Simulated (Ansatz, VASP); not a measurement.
## Ir: VASP beside Ansatz

```
CELL_PARAMETERS angstrom
0.00000 1.92285 1.92285
1.92285 0.00000 1.92285
1.92285 1.92285 0.00000
ATOMIC_POSITIONS crystal
Ir 0.00000 0.00000 0.00000
```

Alike in both runs: task single point; functional r2SCAN; k mesh 14 × 14 × 14; occupations fermi-dirac, width 0.03 eV; no spin polarisation.

|  | VASP | Ansatz |
| --- | --- | --- |
| version | VASP 6.6.1 | Ansatz 0.2.0 |
| potentials or method | VASP PAW PBE potentials, release 64 (Ir_sv_GW), cutoff 550 eV | plane waves (500 eV) with PAW, scalar-relativistic |
| valence electrons in the cell | 17 | 17 |

```csv
,VASP,Ansatz,Ansatz less VASP
pressure (GPa),-2.4,-0.2,+2.16
```

VASP's potentials were made for PBE, not for r2SCAN. With one functional, cell and mesh, what is left measures potentials, basis and numerics.

Neither program's run includes spin-orbit coupling.
